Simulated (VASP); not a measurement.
# Sb (Pm-3m) in VASP: further runs

Sb is run at these levels: PBE; tasks: single point.

All numbers are computed with VASP 6.6.1; they aren't measurements. Logs are shortened: lines on timing, memory, paths and dates and some standing lists are left out, and cuts for length are marked.

## 1. The cell of the first run

Symmetry: Pm-3m, No. 221, cubic system. The conventional cell has a = 3.160 Å, b = 3.160 Å, c = 3.160 Å, α = 90.00°, β = 90.00°, γ = 90.00°. Sb (site symmetry m-3m) has 6 Sb at 3.16 Å within 4.2 Å.

## 2. Single point, PBE

Contents of INCAR:

```
ALGO = Normal
EDIFF = 1E-6
ENCUT = 520
GGA = PE
ISIF = 2
ISMEAR = 0
LASPH = T
LCHARG = F
LREAL = F
LWAVE = F
NBANDS = 8
NELM = 80
PREC = Accurate
SIGMA = 0.1
```

Contents of KPOINTS:

```
k-points
0
Gamma
  14 14 14
```

Contents of POSCAR:

```
Sb
1.0
    3.1600000000      0.0000000000      0.0000000000
    0.0000000000      3.1600000000      0.0000000000
    0.0000000000      0.0000000000      3.1600000000
Sb
1
Direct
    0.0000000000      0.0000000000      0.0000000000
```

Potentials or basis: VASP PAW PBE potentials, release 64 (Sb).

Started as:

```
$ cat potpaw_PBE.64/Sb/POTCAR > POTCAR
$ mpirun -np 1 vasp_std > vasp.out
```

OUTCAR:

```text
EDIFF = 1E-6
   ENCUT = 520
   GGA = PE
   ISIF = 2
   ISMEAR = 0
   LASPH = T
   LREAL = F
   NELM = 80
   PREC = Accurate

 ion  position               nearest neighbor table
   1  0.000  0.000  0.000-

  LATTYP: Found a simple cubic cell.
 ALAT       =     3.1600000000

  Lattice vectors:

 A1 = (   3.1600000000,   0.0000000000,   0.0000000000)
 A2 = (   0.0000000000,   3.1600000000,   0.0000000000)
 A3 = (   0.0000000000,   0.0000000000,   3.1600000000)

Analysis of symmetry for initial positions (statically):
=====================================================================
 Subroutine PRICEL returns:
 Original cell was already a primitive cell.

 Routine SETGRP: Setting up the symmetry group for a
 simple cubic supercell.

 Subroutine GETGRP returns: Found 48 space group operations
 (whereof 48 operations were pure point group operations)
 out of a pool of 48 trial point group operations.

The static configuration has the point symmetry O_h .

Analysis of symmetry for dynamics (positions and initial velocities):
=====================================================================
 Subroutine PRICEL returns:
 Original cell was already a primitive cell.

 Routine SETGRP: Setting up the symmetry group for a
 simple cubic supercell.

 Subroutine GETGRP returns: Found 48 space group operations
 (whereof 48 operations were pure point group operations)
 out of a pool of 48 trial point group operations.

The dynamic configuration has the point symmetry O_h .

 Subroutine INISYM returns: Found 48 space group operations
 (whereof 48 operations are pure point group operations),
 and found     1 'primitive' translations

----------------------------------------------------------------------------------------

                                     Primitive cell

  volume of cell :      31.5545

  direct lattice vectors                    reciprocal lattice vectors
     3.160000000  0.000000000  0.000000000     0.316455696  0.000000000  0.000000000
     0.000000000  3.160000000  0.000000000     0.000000000  0.316455696  0.000000000
     0.000000000  0.000000000  3.160000000     0.000000000  0.000000000  0.316455696

  length of vectors
     3.160000000  3.160000000  3.160000000     0.316455696  0.316455696  0.316455696

  position of ions in fractional coordinates (direct lattice)
     0.000000000  0.000000000  0.000000000

  ion indices of the primitive-cell ions
   primitive index   ion index
                 1           1

----------------------------------------------------------------------------------------

 KPOINTS: k-points

Automatic generation of k-mesh.
 Grid dimensions read from file:
 generate k-points for:   14   14   14

 Generating k-lattice:

  Cartesian coordinates                     Fractional coordinates (reciprocal lattice)
     0.022603978  0.000000000  0.000000000     0.071428571  0.000000000  0.000000000
     0.000000000  0.022603978  0.000000000     0.000000000  0.071428571  0.000000000
     0.000000000  0.000000000  0.022603978     0.000000000  0.000000000  0.071428571

  Length of vectors
     0.022603978  0.022603978  0.022603978

  Shift w.r.t. Gamma in fractional coordinates (k-lattice)
     0.000000000  0.000000000  0.000000000

 Subroutine IBZKPT returns following result:
 ===========================================

 Found    120 irreducible k-points:

 Following reciprocal coordinates:
            Coordinates               Weight
  0.000000  0.000000  0.000000      1.000000
  0.071429  0.000000  0.000000      6.000000
  0.142857  0.000000  0.000000      6.000000
  0.214286  0.000000  0.000000      6.000000
  0.285714  0.000000  0.000000      6.000000
  0.357143  0.000000  0.000000      6.000000
[... 16 lines left out ...]
  0.285714  0.214286  0.000000     24.000000
  0.357143  0.214286  0.000000     24.000000
 [... further k-points ...]
   k-points           NKPTS =    120   k-points in BZ     NKDIM =    120   number of bands    NBANDS=      8
   number of dos      NEDOS =    301   number of ions     NIONS =      1
   total plane-waves  NPLWV =  13824
   dimension x,y,z NGX =    24 NGY =   24 NGZ =   24
   dimension x,y,z NGXF=    48 NGYF=   48 NGZF=   48
   ions per type =               1
   NGX,Y,Z   is equivalent  to a cutoff of  12.63, 12.63, 12.63 a.u.
   NGXF,Y,Z  is equivalent  to a cutoff of  25.25, 25.25, 25.25 a.u.
 SYSTEM =  unknown system
   PREC   = accura    normal or accurate (medium, high low for compatibility)
   ISTART =      0    job   : 0-new  1-cont  2-samecut
   ICHARG =      2    charge: 1-file 2-atom 10-const
   ISPIN  =      1    spin polarized calculation?
   LNONCOLLINEAR =      F non collinear calculations
   LSORBIT =      F    spin-orbit coupling
   LASPH  =      T    aspherical Exc in radial PAW
   ENCUT  =  520.0 eV  38.22 Ry    6.18 a.u.   5.88  5.88  5.88*2*pi/ulx,y,z
   NELM   =     80;   NELMIN=  2; NELMDL= -5     # of ELM steps
   EDIFF  = 0.1E-05   stopping-criterion for ELM
   LREAL  =      F    real-space projection
   EDIFFG = 0.1E-04   stopping-criterion for IOM
   NSW    =      0    number of steps for IOM
   IBRION =     -1    ionic relax: 0-MD 1-quasi-New 2-CG
   NFREE  =      0    steps in history (QN), initial steepest desc. (CG)
   ISIF   =      2    stress and relaxation
   ISYM   =      2    0-nonsym 1-usesym 2-fastsym
   POTIM  = 0.5000    time-step for ionic-motion
   TEBEG  =    0.0;   TEEND  =   0.0 temperature during run
   PSTRESS=    0.0 pullay stress
   NELECT =       5.0000    total number of electrons
   NUPDOWN=      -1.0000    fix difference up-down
   EMIN   =  10.00;   EMAX   =-10.00  energy-range for DOS
   EFERMI =   0.00;   METHOD = LEGACY
   ISMEAR =     0;   SIGMA  =   0.10  broadening in eV -4-tet -1-fermi 0-gaus
   EFERMI_NEDOS =   21; number of points for ismear=-14 and -15
   IALGO  =     38    algorithm
   IMIX   =      4    mixing-type and parameters
     AMIX     =   0.40;   BMIX     =  1.00
     AMIX_MAG =   1.60;   BMIX_MAG =  1.00
  volume/ion in A,a.u.               =      31.55       212.94
  Fermi-wavevector in a.u.,A,eV,Ry     =   0.885886  1.674081 10.677766  0.784794
  Thomas-Fermi vector in A             =   2.006979
   LORBIT       =      0    0 simple, 1 ext, 2 COOP (PROOUT), +10 PAW based schemes
   GGA     = PE    functional components
   LHFCALC =     F    Hartree Fock is set to
   AEXX    =    0.0000 exact exchange contribution
   IVDW    =     0    specifies the selected vdW correction
   LEPSILON=     F    determine dielectric tensor
   LRPA    =     F    only Hartree local field effects (RPA)
 non-spin polarized calculation
 Gauss-broadening in eV      SIGMA  =   0.10
  energy-cutoff  :      520.00
  volume of cell :       31.55
 maximum number of plane-waves:       876
 NGX is ok and might be reduce to    24
   NGX = 11   NGY = 11   NGZ = 11

 number of electron       5.0000001 magnetization

 Free energy of the ion-electron system (eV)
  ---------------------------------------------------
  ext. energy  EPLUGINS =         0.00000000
  ---------------------------------------------------
  free energy    TOTEN  =        -4.08508270 eV

  energy without entropy =       -4.08163467  energy(sigma->0) =       -4.08335868

 E-fermi :   6.3805     XC(G=0):  -9.3840

 val. band max:        6.3528679496   @ k =   0.2857   0.2857   0.2857
 cond. band min:       6.3823573949   @ k =   0.4286   0.2857   0.2857
 fundamental gap:      0.0294894453
 Fermi energy:         6.3804509241

 k-point     1 :       0.0000    0.0000    0.0000
  band No.  band energies     occupation
      1      -5.5198      2.00000
      2       9.5719      0.00000
      3       9.5719      0.00000
      4       9.5719      0.00000
      5      13.3154      0.00000
      6      13.3154      0.00000
      7      14.3757      0.00000
      8      23.7642      0.00000

 k-point     2 :       0.0714    0.0000    0.0000
  band No.  band energies     occupation
      1      -5.4502      2.00000
      2       8.6916      0.00000
      3       9.6395      0.00000
      4       9.6395      0.00000
      5      13.3724      0.00000
      6      13.8195      0.00000
      7      14.9153      0.00000
      8      23.0707      0.00000

 k-point     3 :       0.1429    0.0000    0.0000
  band No.  band energies     occupation
      1      -5.2435      2.00000
      2       7.0705      0.00000
      3       9.8370      0.00000
      4       9.8370      0.00000
      5      13.5424      0.00000
      6      14.1904      0.00000
      7      16.6444      0.00000
      8      21.8887      0.00000

 k-point     4 :       0.2143    0.0000    0.0000
  band No.  band energies     occupation
      1      -4.9082      2.00000
      2       5.4033      2.00000
      3      10.1471      0.00000
      4      10.1471      0.00000
      5      13.8211      0.00000
      6      14.5425      0.00000
      7      18.6855      0.00000
      8      20.6788      0.00000

 k-point     5 :       0.2857    0.0000    0.0000
  band No.  band energies     occupation
      1      -4.4640      2.00000
      2       3.8670      2.00000
      3      10.5358      0.00000
      4      10.5358      0.00000
      5      14.1982      0.00000
      6      15.0012      0.00000
      7      19.5572      0.00000
      8      19.5572      0.00000
[... 177 lines left out ...]
 k-point    22 :       0.2143    0.2143    0.0000
  band No.  band energies     occupation
      1      -4.2950      2.00000
      2       5.8364      2.00000
      3       6.1547      1.99859
      4      10.7251      0.00000
      5      14.6304      0.00000
      6      16.0617      0.00000
      7      18.8677      0.00000
      8      19.8216      0.00000

 k-point    23 :       0.2857    0.2143    0.0000
  band No.  band energies     occupation
      1      -3.8492      2.00000
      2       4.4428      2.00000
      3       6.4255      0.52366
      4      11.1156      0.00000
      5      14.4425      0.00000
      6      15.3880      0.00000
      7      19.5255      0.00000
      8      20.0083      0.00000

 k-point    24 :       0.3571    0.2143    0.0000
  band No.  band energies     occupation
      1      -3.3405      2.00000
      2       3.1384      2.00000
      3       6.8739      0.00000
      4      11.5242      0.00000
      5      13.4719      0.00000
      6      15.7718      0.00000
      7      19.0813      0.00000
      8      19.2917      0.00000

 [... further k-points ...]

------------------------ aborting loop because EDIFF is reached ----------------------------------------

  FORCE on cell =-STRESS in cart. coord.  units (eV):
  Direction    XX          YY          ZZ          XY          YZ          ZX
  --------------------------------------------------------------------------------------
  -------------------------------------------------------------------------------------
  Total       -0.4636207     -0.4636207     -0.4636207     -0.0000000     -0.0000000      0.0000000
  in kB      -23.5403102    -23.5403102    -23.5403102     -0.0000000     -0.0000000      0.0000000
  external PRESSURE =     -23.5403102 kB  Pullay stress =       0.0000000 kB

 VOLUME and BASIS-vectors are now :
 -----------------------------------------------------------------------------
  energy-cutoff  :      520.00
  volume of cell :       31.55
      direct lattice vectors                 reciprocal lattice vectors
     3.160000000  0.000000000  0.000000000     0.316455696  0.000000000  0.000000000
     0.000000000  3.160000000  0.000000000     0.000000000  0.316455696  0.000000000
     0.000000000  0.000000000  3.160000000     0.000000000  0.000000000  0.316455696

 POSITION                                       TOTAL-FORCE (eV/Angst)
 -----------------------------------------------------------------------------------
      0.00000      0.00000      0.00000         0.000000      0.000000      0.000000
 -----------------------------------------------------------------------------------
    total drift:                               -0.000000      0.000000      0.000000

  FREE ENERGIE OF THE ION-ELECTRON SYSTEM (eV)
  ---------------------------------------------------
  free  energy   TOTEN  =        -4.0850827012 eV

  energy  without entropy=       -4.0816346667  energy(sigma->0) =       -4.08335868
```

Run time: 7 s. Hardware: 1 thread of Intel Xeon 6975P-C, shared host; peak memory 0.16 GiB.

What came out:

```yaml
Free_energy: -4.0851 eV
Pressure: -2.4 GPa
```

Levels at points of the mesh, in eV from the Fermi level:
```tsv
k point	band 1	band 2	band 3	band 4	band 5
(0.00, 0.00, 0.00)	-11.90	3.19	3.19	3.19	6.93
(0.50, 0.00, 0.00)	-9.68	-5.13	5.02	5.02	8.91
(0.50, 0.50, 0.00)	-7.35	-3.22	-3.22	2.46	6.85
(0.50, 0.50, 0.50)	-4.78	-1.44	-1.44	-1.44	4.98
```

Caveat: spin-orbit coupling is left out, which moves the levels of the heavy elements.

## 3. Single point, PBE (volume scaled by 1.06)

Contents of INCAR:

```
ALGO = Normal
EDIFF = 1E-6
ENCUT = 520
GGA = PE
ISIF = 2
ISMEAR = 0
LASPH = True
LCHARG = False
LREAL = False
LWAVE = False
NBANDS = 8
NELM = 60
PREC = Accurate
SIGMA = 0.1
```

KPOINTS is that of step 2.

Contents of POSCAR:

```
Sb
1.0
    3.1714661221      0.0000000000      0.0000000000
    0.0000000000      3.1714661221      0.0000000000
    0.0000000000      0.0000000000      3.1714661221
Sb
1
Direct
    0.0000000000      0.0000000000      0.0000000000
```

Potentials or basis: VASP PAW PBE potentials, release 64 (Sb).

Started as:

```
$ cat potpaw_PBE.64/Sb/POTCAR > POTCAR
$ mpirun -np 1 vasp_std > vasp.out
```

Wall time 7.1 s (1 thread of Intel Xeon 6975P-C, shared host); peak memory 0.16 GiB.

Results (log left out):

* Free energy: -4.0795 eV
* Pressure: -2.8 GPa

Levels at points of the mesh, in eV from the Fermi level:
```csv
k point,band 1,band 2,band 3,band 4,band 5,band 6
"(0.00, 0.00, 0.00)",-11.82,3.16,3.16,3.16,6.93,6.93
"(0.50, 0.00, 0.00)",-9.64,-5.06,4.96,4.96,8.88,10.49
"(0.50, 0.50, 0.00)",-7.35,-3.18,-3.18,2.49,6.75,12.38
"(0.50, 0.50, 0.50)",-4.84,-1.42,-1.42,-1.42,4.99,4.99
```

Caveat: spin-orbit coupling is left out, which moves the levels of the heavy elements.

## 4. Single point, PBE (volume scaled by 1.10)

Contents of INCAR:

```
  ALGO = Normal
  EDIFF = 1E-6
  ENCUT = 520
  GGA = PE
  ISIF = 2
  ISMEAR = 0
  LASPH = T
  LCHARG = F
  LREAL = F
  LWAVE = F
  NBANDS = 8
  NELM = 60
  PREC = Accurate
  SIGMA = 0.1
```

KPOINTS is that of step 3.

Contents of POSCAR:

```
Sb
1.0
    3.2108672456      0.0000000000      0.0000000000
    0.0000000000      3.2108672456      0.0000000000
    0.0000000000      0.0000000000      3.2108672456
Sb
1
Direct
    0.0000000000      0.0000000000      0.0000000000
```

Started as:

```
$ cat potpaw_PBE.64/Sb/POTCAR > POTCAR
$ mpirun -np 1 vasp_std > vasp.out
```

Run time: 8.3 s. Hardware: 1 thread of Intel Xeon 6975P-C, shared host; peak memory 0.15 GiB.

Results (log left out):

| Item | Value |
| --- | --- |
| Free energy | -4.0527 eV |
| Pressure | -4.3 GPa |

Levels at points of the mesh, in eV from the Fermi level:
```
           k point  band 1  band 2  band 3  band 4  band 5  band 6  band 7
(0.00, 0.00, 0.00)  -11.57    3.07    3.07    3.07    6.89    6.89    7.72
(0.50, 0.00, 0.00)   -9.51   -4.82    4.75    4.75    8.79   10.38   10.77
(0.50, 0.50, 0.00)   -7.36   -3.03   -3.03    2.62    6.42   12.09   12.94
(0.50, 0.50, 0.50)   -5.03   -1.35   -1.35   -1.35    5.04    5.04    5.04
```

Caveat: spin-orbit coupling is left out, which moves the levels of the heavy elements.

## 5. Summary

| cell | gap on the mesh (eV) | pressure (GPa) |
| --- | --- | --- |
| a = 3.160 Å, 1 atom | none | -2.4 |
| a = 3.171 Å, 1 atom | none | -2.8 |
| a = 3.211 Å, 1 atom | none | -4.3 |

Alike in all rows: task single point; level PBE; potentials or basis VASP PAW PBE potentials, release 64 (Sb); no spin polarisation; k mesh 14 × 14 × 14; cutoff (eV) 520; smearing gaussian 0.1 eV.

Caveats: spin-orbit coupling is left out, which moves the levels of the heavy elements.

Total energies depend on the potentials used, so only differences within one code and one set of settings carry meaning.
